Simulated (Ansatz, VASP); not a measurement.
One calculation of V, two programs

File INCAR:

```
ALGO     = Normal         # electronic algorithm
EDIFF    = 1E-6           # SCF threshold, eV
EDIFFG   = -0.01          # ionic threshold
ENCUT    = 600            # plane-wave cutoff, eV
GGA      = PE             # functional
IBRION   = 2              # ionic algorithm
ISIF     = 3              # what is computed and relaxed
ISMEAR   = -1             # smearing method
ISPIN    = 2              # spin polarisation
IVDW     = 12             # dispersion correction
LASPH    = True           # aspherical terms in the spheres
LCHARG   = False          # write CHGCAR
LMAXMIX  = 4              # l up to which the mixer works
LORBIT   = 11             # projections on sites
LREAL    = False          # projectors in reciprocal space
LWAVE    = False          # write WAVECAR
MAGMOM   = 2              # initial moments
NELM     = 150            # most SCF steps
NSW      = 60             # ionic steps
PREC     = Accurate       # precision mode
SIGMA    = 0.05           # smearing width, eV
```

Contents of KPOINTS:

```
k-points
0
Gamma
  12 12 12
```

Contents of POSCAR:

```
V
1.0
   -1.5143500000      1.5143500000      1.5143500000
    1.5143500000     -1.5143500000      1.5143500000
    1.5143500000      1.5143500000     -1.5143500000
V
1
Direct
    0.0000000000      0.0000000000      0.0000000000
```

Contents of input.yaml:

```yaml
crystal:
  lattice:
    - [-1.51435, 1.51435, 1.51435]
    - [1.51435, -1.51435, 1.51435]
    - [1.51435, 1.51435, -1.51435]
  atoms:
    - { symbol: V, position: [0.0, 0.0, 0.0], spin: 2.0 }
hamiltonian:
  xc: pbe
  pseudopotentials: { kind: paw }
  dispersion: d3bj
magnetization:
  spin_polarized: true
kpoints:
  mp_grid: { grid: [12, 12, 12] }
scf:
  occupations: { method: fermi_dirac, width: 0.05 }
output:
  forces: true
  stress: true
relax:
  f_tol: 0.01
  max_steps: 40
  cell: { stress_tol: 0.05 }
```

Alike in both runs: task relaxation of cell and atoms; functional PBE; dispersion D3(BJ); k mesh 12 × 12 × 12; occupations fermi-dirac, width 0.05 eV; collinear spin.

|  | VASP | Ansatz |
| --- | --- | --- |
| version | VASP 6.6.1 | Ansatz 0.2.0 |
| potentials or method | VASP PAW PBE potentials, release 64 (V_sv) | Ansatz PAW |
| plane-wave cutoff (eV) | 600 | 420 |
| valence electrons in the cell | 13 | 13 |

|  | VASP | Ansatz | Ansatz less VASP |
| --- | --- | --- | --- |
| net moment per atom (μB) | 0.00 | 0.00 | 0.000 |
| relaxed volume (Å³/atom) | 12.84 | 12.84 | -0.008 |
| relaxed length of the cell vector where the two differ most in proportion (Å) | 2.555 | 2.555 | -0.0005 |

Noted on Ansatz's run: the plane-wave basis is chosen anew once the cell has moved, so the energies of steps on either side of that aren't comparable.
